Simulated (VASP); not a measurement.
Input of a VASP 6.6.1 run:

POSCAR

```
ZnSiP2
1.0
   -2.7044964916      2.7044964916      5.2646676057
    2.7044964916     -2.7044964916      5.2646676057
    2.7044964916      2.7044964916     -5.2646676057
Zn P Si
2 4 2
Direct
    0.7500000000      0.2500000000      0.5000000000
    0.0000000000      0.0000000000      0.0000000000
    0.1423012000      0.6250000000      0.0173012000
    0.6076988000      0.1250000000      0.9826988000
    0.8750000000      0.8576988000      0.4826988000
    0.3750000000      0.3923012000      0.5173012000
    0.2500000000      0.7500000000      0.5000000000
    0.5000000000      0.5000000000      0.0000000000
```

INCAR.step1

```
PREC = Accurate
ENCUT = 550
ISMEAR = -1
SIGMA = 0.05
LREAL = False
LASPH = True
NELM = 120
NBANDS = 36
GGA = PE
ALGO = Normal
EDIFF = 1E-5
LWAVE = True
LCHARG = False
GGA_COMPAT = False
```

File INCAR.step2:

```
PREC = Accurate
ENCUT = 550
EDIFF = 1E-6
ISMEAR = -1
SIGMA = 0.05
LREAL = False
LASPH = True
NELM = 120
ALGO = Normal
ISIF = 2
LWAVE = False
LCHARG = False
METAGGA = R2SCAN
LMIXTAU = True
NBANDS = 36
ISTART = 1
GGA_COMPAT = False
```

KPOINTS

```
Automatic mesh
0
Gamma
  7 7 7
```

Potentials or basis: VASP PAW PBE potentials, release 64 (Zn, P, Si).

The run is started by

```console
$ cat potpaw_PBE.64/Zn/POTCAR potpaw_PBE.64/P/POTCAR potpaw_PBE.64/Si/POTCAR > POTCAR
$ cp INCAR.step1 INCAR
$ mpirun -np 1 vasp_std > vasp.out
$ cp INCAR.step2 INCAR
$ mpirun -np 1 vasp_std > vasp.out
```

Predict the pressure.

-1.8 GPa.

Estimate the largest force.

0.046 eV/Å.

Forces in eV/Å, atoms in the order of the input:
```
Zn   0.000  0.000  0.000
Zn   0.000  0.000  0.000
P    0.000  0.046  0.000
P    0.000 -0.046  0.000
P   -0.046  0.000  0.000
P    0.046  0.000  0.000
Si   0.000  0.000  0.000
Si   0.000  0.000  0.000
```

Caveat: the PAW data sets were made with another functional, which shifts forces and pressure a little.
